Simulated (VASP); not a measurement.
# Re (P6_3/mmc) in VASP: single point with LDA

Aim: the single point of Re with LDA.

Everything below comes from runs of VASP 6.6.1. Logs are shortened: lines on timing, memory, paths and dates and some standing lists are left out, and cuts for length are marked.

## (1) The cell of the first run

It takes space group P6_3/mmc (No. 194, hexagonal). The conventional cell has a = 2.736 Å, b = 2.736 Å, c = 4.411 Å, α = 90.00°, β = 90.00°, γ = 120.00°. Re (site symmetry -6m2) has 12 Re at 2.71 to 2.74 Å within 3.6 Å.

## (2) Single point, LDA

Input file INCAR:

```
SYSTEM = Re
  ALGO = Normal
  EDIFF = 1E-6
  ENCUT = 560
  GGA_COMPAT = .FALSE.
  ISIF = 2
  ISMEAR = -1
  LASPH = .TRUE.
  LCHARG = .FALSE.
  LREAL = .FALSE.
  LWAVE = .FALSE.
  NBANDS = 22
  NELM = 120
  PREC = Accurate
  SIGMA = 0.08
```

Input file KPOINTS:

```
k-points
0
G
  20 20 12
  0 0 0
```

Input file POSCAR:

```
Re
1.0
    2.7359821773      0.0000000000      0.0000000000
   -1.3679910887      2.3694300699      0.0000000000
    0.0000000000      0.0000000000      4.4114002552
Re
2
Direct
    0.3333333333      0.6666666667      0.2500000000
    0.6666666667      0.3333333333      0.7500000000
```

Potentials or basis: VASP PAW LDA potentials, release 64 (Re_sv_GW).

The run is started by

```console
$ cat potpaw_LDA.64/Re_sv_GW/POTCAR > POTCAR
$ mpirun -np 1 vasp_std > vasp.out
```

OUTCAR:

```text
SYSTEM = Re
   EDIFF = 1E-6
   ENCUT = 560
   ISIF = 2
   ISMEAR = -1
   LASPH = .TRUE.
   LREAL = .FALSE.
   NELM = 120
   PREC = Accurate

 ion  position               nearest neighbor table
   1  0.333  0.667  0.250-   2 2.71   2 2.71   2 2.71   2 2.71   2 2.71   2 2.71
   2  0.667  0.333  0.750-   1 2.71   1 2.71   1 2.71   1 2.71   1 2.71   1 2.71

  LATTYP: Found a hexagonal cell.
 ALAT       =     2.7359821773
 C/A-ratio  =     1.6123643976

  Lattice vectors:

 A1 = (   2.7359821773,   0.0000000000,   0.0000000000)
 A2 = (  -1.3679910887,   2.3694300699,   0.0000000000)
 A3 = (   0.0000000000,   0.0000000000,   4.4114002552)

Analysis of symmetry for initial positions (statically):
=====================================================================
 Subroutine PRICEL returns:
 Original cell was already a primitive cell.

 Routine SETGRP: Setting up the symmetry group for a
 hexagonal supercell.

 Subroutine GETGRP returns: Found 24 space group operations
 (whereof 12 operations were pure point group operations)
 out of a pool of 24 trial point group operations.

The static configuration has the point symmetry D_3d.
 The point group associated with its full space group is D_6h.

Analysis of symmetry for dynamics (positions and initial velocities):
=====================================================================
 Subroutine PRICEL returns:
 Original cell was already a primitive cell.

 Routine SETGRP: Setting up the symmetry group for a
 hexagonal supercell.

 Subroutine GETGRP returns: Found 24 space group operations
 (whereof 12 operations were pure point group operations)
 out of a pool of 24 trial point group operations.

The dynamic configuration has the point symmetry D_3d.
 The point group associated with its full space group is D_6h.

 Subroutine INISYM returns: Found 24 space group operations
 (whereof 12 operations are pure point group operations),
 and found     1 'primitive' translations

----------------------------------------------------------------------------------------

                                     Primitive cell

  volume of cell :      28.5979

  direct lattice vectors                    reciprocal lattice vectors
     2.735982177  0.000000000  0.000000000     0.365499457  0.211021210  0.000000000
    -1.367991089  2.369430070  0.000000000     0.000000000  0.422042420  0.000000000
     0.000000000  0.000000000  4.411400255     0.000000000  0.000000000  0.226685393

  length of vectors
     2.735982177  2.735982177  4.411400255     0.422042420  0.422042420  0.226685393

  position of ions in fractional coordinates (direct lattice)
     0.333333333  0.666666667  0.250000000
     0.666666667  0.333333333  0.750000000

  ion indices of the primitive-cell ions
   primitive index   ion index
                 1           1
                 2           2

----------------------------------------------------------------------------------------

 KPOINTS: k-points

Automatic generation of k-mesh.
 Grid dimensions read from file:
 generate k-points for:   20   20   12

 Generating k-lattice:

  Cartesian coordinates                     Fractional coordinates (reciprocal lattice)
     0.018274973  0.010551060  0.000000000     0.050000000  0.000000000  0.000000000
     0.000000000  0.021102121  0.000000000     0.000000000  0.050000000  0.000000000
     0.000000000  0.000000000  0.018890449     0.000000000  0.000000000  0.083333333

  Length of vectors
     0.021102121  0.021102121  0.018890449

  Shift w.r.t. Gamma in fractional coordinates (k-lattice)
     0.000000000  0.000000000  0.000000000

 Subroutine IBZKPT returns following result:
 ===========================================

 Found    308 irreducible k-points:

 Following reciprocal coordinates:
            Coordinates               Weight
  0.000000  0.000000  0.000000      1.000000
  0.050000  0.000000  0.000000      6.000000
  0.100000  0.000000  0.000000      6.000000
  0.150000  0.000000  0.000000      6.000000
  0.200000  0.000000  0.000000      6.000000
  0.250000  0.000000  0.000000      6.000000
[... 16 lines left out ...]
  0.200000  0.100000  0.000000     12.000000
  0.250000  0.100000  0.000000     12.000000
 [... further k-points ...]
   k-points           NKPTS =    308   k-points in BZ     NKDIM =    308   number of bands    NBANDS=     22
   number of dos      NEDOS =    301   number of ions     NIONS =      2
   total plane-waves  NPLWV =  20736
   dimension x,y,z NGX =    24 NGY =   24 NGZ =   36
   dimension x,y,z NGXF=    48 NGYF=   48 NGZF=   72
   ions per type =               2
   NGX,Y,Z   is equivalent  to a cutoff of  14.58, 14.58, 13.57 a.u.
   NGXF,Y,Z  is equivalent  to a cutoff of  29.17, 29.17, 27.13 a.u.
 SYSTEM =  Re
   PREC   = accura    normal or accurate (medium, high low for compatibility)
   ISTART =      0    job   : 0-new  1-cont  2-samecut
   ICHARG =      2    charge: 1-file 2-atom 10-const
   ISPIN  =      1    spin polarized calculation?
   LNONCOLLINEAR =      F non collinear calculations
   LSORBIT =      F    spin-orbit coupling
   LASPH  =      T    aspherical Exc in radial PAW
   ENCUT  =  560.0 eV  41.16 Ry    6.42 a.u.   5.28  5.28  8.51*2*pi/ulx,y,z
   NELM   =    120;   NELMIN=  2; NELMDL= -5     # of ELM steps
   EDIFF  = 0.1E-05   stopping-criterion for ELM
   LREAL  =      F    real-space projection
   EDIFFG = 0.1E-04   stopping-criterion for IOM
   NSW    =      0    number of steps for IOM
   IBRION =     -1    ionic relax: 0-MD 1-quasi-New 2-CG
   NFREE  =      0    steps in history (QN), initial steepest desc. (CG)
   ISIF   =      2    stress and relaxation
   ISYM   =      2    0-nonsym 1-usesym 2-fastsym
   POTIM  = 0.5000    time-step for ionic-motion
   TEBEG  =    0.0;   TEEND  =   0.0 temperature during run
   PSTRESS=    0.0 pullay stress
   NELECT =      30.0000    total number of electrons
   NUPDOWN=      -1.0000    fix difference up-down
   EMIN   =  10.00;   EMAX   =-10.00  energy-range for DOS
   EFERMI =   0.00;   METHOD = LEGACY
   ISMEAR =    -1;   SIGMA  =   0.08  broadening in eV -4-tet -1-fermi 0-gaus
   EFERMI_NEDOS =   21; number of points for ismear=-14 and -15
   IALGO  =     38    algorithm
   IMIX   =      4    mixing-type and parameters
     AMIX     =   0.40;   BMIX     =  1.00
     AMIX_MAG =   1.60;   BMIX_MAG =  1.00
  volume/ion in A,a.u.               =      14.30        96.49
  Fermi-wavevector in a.u.,A,eV,Ry     =   1.663428  3.143423 37.647227  2.766993
  Thomas-Fermi vector in A             =   2.750147
   LORBIT       =      0    0 simple, 1 ext, 2 COOP (PROOUT), +10 PAW based schemes
   GGA     = CA    functional components
   LHFCALC =     F    Hartree Fock is set to
   AEXX    =    0.0000 exact exchange contribution
   IVDW    =     0    specifies the selected vdW correction
   LEPSILON=     F    determine dielectric tensor
   LRPA    =     F    only Hartree local field effects (RPA)
 non-spin polarized calculation
  energy-cutoff  :      560.00
  volume of cell :       28.60
 maximum number of plane-waves:       876
 NGX is ok and might be reduce to    24
   NGX = 11   NGY = 11   NGZ = 17

 number of electron      30.0000002 magnetization

 Free energy of the ion-electron system (eV)
  ---------------------------------------------------
  ext. energy  EPLUGINS =         0.00000000
  ---------------------------------------------------
  free energy    TOTEN  =       -30.77418449 eV

  energy without entropy =      -30.74093562  energy(sigma->0) =      -30.75756005

 E-fermi :  13.2798     XC(G=0): -14.5913

 val. band max:       13.2647578814   @ k =   0.3500   0.2500   0.4167
 cond. band min:      13.2815861349   @ k =   0.3000   0.3000   0.5000
 fundamental gap:      0.0168282535
 Fermi energy:        13.2797605411

 k-point     1 :       0.0000    0.0000    0.0000
  band No.  band energies     occupation
      1     -66.1493      2.00000
      2     -66.0055      2.00000
      3     -28.9387      2.00000
      4     -27.7612      2.00000
      5     -27.7612      2.00000
      6     -27.5645      2.00000
[... 14 lines left out ...]
     21      23.6426      0.00000
     22      26.8156      0.00000

 k-point     2 :       0.0500    0.0000    0.0000
  band No.  band energies     occupation
      1     -66.1466      2.00000
      2     -66.0043      2.00000
      3     -28.9280      2.00000
      4     -27.7868      2.00000
      5     -27.7694      2.00000
      6     -27.5914      2.00000
[... 14 lines left out ...]
     21      23.6491      0.00000
     22      27.0589      0.00000

 k-point     3 :       0.1000    0.0000    0.0000
  band No.  band energies     occupation
      1     -66.1382      2.00000
      2     -66.0005      2.00000
      3     -28.8963      2.00000
      4     -27.8602      2.00000
      5     -27.7930      2.00000
      6     -27.6672      2.00000
[... 14 lines left out ...]
     21      23.6377      0.00000
     22      27.7499      0.00000

 k-point     4 :       0.1500    0.0000    0.0000
  band No.  band energies     occupation
      1     -66.1251      2.00000
      2     -65.9948      2.00000
      3     -28.8452      2.00000
      4     -27.9740      2.00000
      5     -27.8290      2.00000
      6     -27.7837      2.00000
[... 14 lines left out ...]
     21      23.5489      0.00000
     22      28.7493      0.00000

 k-point     5 :       0.2000    0.0000    0.0000
  band No.  band energies     occupation
      1     -66.1079      2.00000
      2     -65.9880      2.00000
      3     -28.7774      2.00000
      4     -28.1166      2.00000
      5     -27.9261      2.00000
      6     -27.8728      2.00000
[... 14 lines left out ...]
     21      23.3563      0.00000
     22      29.5196      0.00000

 k-point     6 :       0.2500    0.0000    0.0000
  band No.  band energies     occupation
      1     -66.0885      2.00000
      2     -65.9810      2.00000
      3     -28.6962      2.00000
      4     -28.2740      2.00000
      5     -28.0792      2.00000
      6     -27.9199      2.00000
[... 14 lines left out ...]
     21      23.0912      0.00000
     22      28.8777      0.00000

 k-point     7 :       0.3000    0.0000    0.0000
  band No.  band energies     occupation
      1     -66.0681      2.00000
      2     -65.9747      2.00000
      3     -28.6062      2.00000
      4     -28.4300      2.00000
      5     -28.2283      2.00000
      6     -27.9659      2.00000
[... 324 lines left out ...]
      6     -28.0780      2.00000
[... 14 lines left out ...]
     21      23.6691      0.00000
     22      25.2578      0.00000

 k-point    21 :       0.1000    0.1000    0.0000
  band No.  band energies     occupation
      1     -66.1176      2.00000
      2     -65.9917      2.00000
      3     -28.8157      2.00000
      4     -28.0143      2.00000
      5     -27.9225      2.00000
      6     -27.7807      2.00000
[... 14 lines left out ...]
     21      23.4787      0.00000
     22      29.2452      0.00000

 k-point    22 :       0.1500    0.1000    0.0000
  band No.  band energies     occupation
      1     -66.1013      2.00000
      2     -65.9854      2.00000
      3     -28.7493      2.00000
      4     -28.1338      2.00000
      5     -28.0400      2.00000
      6     -27.8429      2.00000
[... 14 lines left out ...]
     21      23.2868      0.00000
     22      29.6797      0.00000

 k-point    23 :       0.2000    0.1000    0.0000
  band No.  band energies     occupation
      1     -66.0824      2.00000
      2     -65.9789      2.00000
      3     -28.6697      2.00000
      4     -28.2754      2.00000
      5     -28.1598      2.00000
      6     -27.9111      2.00000
[... 14 lines left out ...]
     21      23.0575      0.00000
     22      28.6208      0.00000

 k-point    24 :       0.2500    0.1000    0.0000
  band No.  band energies     occupation
      1     -66.0626      2.00000
      2     -65.9733      2.00000
      3     -28.5815      2.00000
      4     -28.4214      2.00000
      5     -28.2734      2.00000
      6     -27.9779      2.00000
[... 14 lines left out ...]
     21      23.9767      0.00000
     22      26.9450      0.00000

 [... further k-points ...]

------------------------ aborting loop because EDIFF is reached ----------------------------------------

  FORCE on cell =-STRESS in cart. coord.  units (eV):
  Direction    XX          YY          ZZ          XY          YZ          ZX
  --------------------------------------------------------------------------------------
  -------------------------------------------------------------------------------------
  Total        0.1773050      0.1773050      0.1611158     -0.0000000      0.0000000     -0.0000000
  in kB        9.9333997      9.9333997      9.0264085     -0.0000000      0.0000000     -0.0000000
  external PRESSURE =       9.6310693 kB  Pullay stress =       0.0000000 kB

 VOLUME and BASIS-vectors are now :
 -----------------------------------------------------------------------------
  energy-cutoff  :      560.00
  volume of cell :       28.60
      direct lattice vectors                 reciprocal lattice vectors
     2.735982177  0.000000000  0.000000000     0.365499457  0.211021210  0.000000000
    -1.367991089  2.369430070  0.000000000     0.000000000  0.422042420  0.000000000
     0.000000000  0.000000000  4.411400255     0.000000000  0.000000000  0.226685393

 POSITION                                       TOTAL-FORCE (eV/Angst)
 -----------------------------------------------------------------------------------
     -0.00000      1.57962      1.10285         0.000000     -0.000000      0.000000
      1.36799      0.78981      3.30855        -0.000000      0.000000      0.000000
 -----------------------------------------------------------------------------------
    total drift:                                0.000000     -0.000000      0.000000

  FREE ENERGIE OF THE ION-ELECTRON SYSTEM (eV)
  ---------------------------------------------------
  free  energy   TOTEN  =       -30.7741844888 eV

  energy  without entropy=      -30.7409356154  energy(sigma->0) =      -30.75756005
```

Run time: 2 min. Hardware: 1 thread of Intel Xeon Platinum 8259CL at 2.50GHz (Skylake/Cascade Lake), shared host; peak memory 0.29 GiB.

What came out:

- Free energy: -30.7742 eV
- Pressure: 1.0 GPa
- Band gap on the k mesh: zero (bands 15 and 16 overlap by 3.64 eV)

Caveat: spin-orbit coupling is left out, which moves the levels of the heavy elements.
